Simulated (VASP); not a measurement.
Runs of VASP 6.6.1 on SiC. The structure is that of space group P6_3mc (No. 186), or close to it. The cells are those of the table. 

```csv
task,cell,k mesh,cutoff (eV),smearing,gap on the mesh (eV),pressure (GPa),largest force (eV/Å)
single point,"a = 3.076, b = 3.076, c = 5.045 Å, angles 90.0, 90.0, 120.0°, 4 atoms",6 × 6 × 4,520,gaussian 0.1 eV,(a),0.4,-
relaxation of shape and atoms at fixed volume,"relaxed from a = 3.106, b = 3.106, c = 5.098 Å, angles 90.0, 90.0, 120.0°, 4 atoms",12 × 12 × 6,600,gaussian 0.02 eV,2.17,-6.0,-
single point,"a = 3.076, b = 3.076, c = 5.048 Å, angles 90.0, 90.0, 120.0°, 4 atoms",12 × 12 × 6,520,gaussian 0.02 eV,2.11,0.4,-
single point,"a = 3.076, b = 3.076, c = 5.048 Å, angles 90.0, 90.0, 120.0°, 4 atoms",12 × 12 × 6,520,gaussian 0.01 eV,2.11,0.4,-
relaxation of cell and atoms,"relaxed from a = 3.076, b = 3.076, c = 5.048 Å, angles 90.0, 90.0, 120.0°, 4 atoms",6 × 6 × 4,600,gaussian 0.1 eV,2.10,0.3,0.01
relaxation of shape and atoms at fixed volume,"relaxed from a = 3.136, b = 3.136, c = 5.147 Å, angles 90.0, 90.0, 120.0°, 4 atoms",12 × 12 × 6,600,gaussian 0.02 eV,2.22,-11.4,0.01
```

Alike in all rows: level PBEsol; potentials or basis VASP PAW PBE potentials, release 64 (Si, C); no spin polarisation.

Estimate the missing entries.

(a) 2.12.

Caveats: the PAW data sets were made with another functional, which shifts forces and pressure a little; the relaxation stopped at its first step, so nothing moved (some runs); the relaxation stopped at a loose force limit of 0.05 eV/Å, so its end isn't a converged minimum (some runs).

A k mesh can miss the band edges.
